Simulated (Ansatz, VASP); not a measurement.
# Two plane-wave programs on KBr

Contents of POSCAR:

```
KBr
1.0
    0.0000000000      3.2945409698      3.2945409698
    3.2945409698      0.0000000000      3.2945409698
    3.2945409698      3.2945409698      0.0000000000
K Br
1 1
Direct
    0.0000000000      0.0000000000      0.0000000000
    0.5000000000      0.5000000000      0.5000000000
```

Contents of INCAR.step1:

```
PREC = Accurate
ENCUT = 600
ISMEAR = 0
SIGMA = 0.02
LREAL = False
LASPH = True
NELM = 60
GGA = PE
ALGO = Normal
EDIFF = 1E-4
LWAVE = True
LCHARG = False
```

Contents of INCAR.step2:

```
PREC = Accurate
ENCUT = 600
EDIFF = 1E-7
ISMEAR = 0
SIGMA = 0.02
LREAL = False
LASPH = True
NELM = 60
ALGO = Normal
ISIF = 3
LWAVE = False
LCHARG = False
METAGGA = R2SCAN
LMIXTAU = True
IBRION = 2
NSW = 100
EDIFFG = -0.01
ISTART = 1
```

The input KPOINTS:

```
regular mesh
0
Gamma
  6 6 6
```

Input for Ansatz:

```yaml
crystal:
  lattice:
    - [0.0, 3.2945409698, 3.2945409698]
    - [3.2945409698, 0.0, 3.2945409698]
    - [3.2945409698, 3.2945409698, 0.0]
  atoms:
    - { symbol: K, position: [0.0, 0.0, 0.0] }
    - { symbol: Br, position: [0.5, 0.5, 0.5] }
basis:
  ecutwfc: 500
kpoints:
  mp_grid: { grid: [6, 6, 6] }
hamiltonian:
  xc: r2scan
scf:
  occupations: { method: gaussian, width: 0.02 }
output:
  forces: true
  stress: true
  eigenvalues: true
  write_density: true
  write_potential: true
  elf: true
  volumetric_format: npy
relax:
  adjacent_minimum: "off"
  f_tol: 0.01
  max_steps: 80
  cell: { stress_tol: 0.05 }
```

Alike in both runs: task relaxation of cell and atoms; functional r2SCAN; k mesh 6 × 6 × 6; occupations gaussian, width 0.02 eV; no spin polarisation.

|  | VASP | Ansatz |
| --- | --- | --- |
| version | VASP 6.6.1 | Ansatz 0.2.0 |
| potentials or method | VASP PAW PBE potentials, release 64 (K_sv, Br), cutoff 600 eV | scalar-relativistic, plane waves, PAW |
| valence electrons in the cell | 16 | 16 |

Ansatz gave:

| Property | Result |
| --- | --- |
| gap on the k mesh at the Fermi level, each at its own relaxed structure (eV) | 5.07 |
| relaxed volume (Å³/atom) | 36.08 |
| relaxed cell length with the largest relative difference (Å) | 4.673 |

Problem. Which values does VASP return?

Solution. gap on the k mesh at the Fermi level, each at its own relaxed structure (eV): 5.06; relaxed volume (Å³/atom): 36.15; relaxed cell length with the largest relative difference (Å): 4.676.

VASP's potentials were made for PBE, not for r2SCAN.
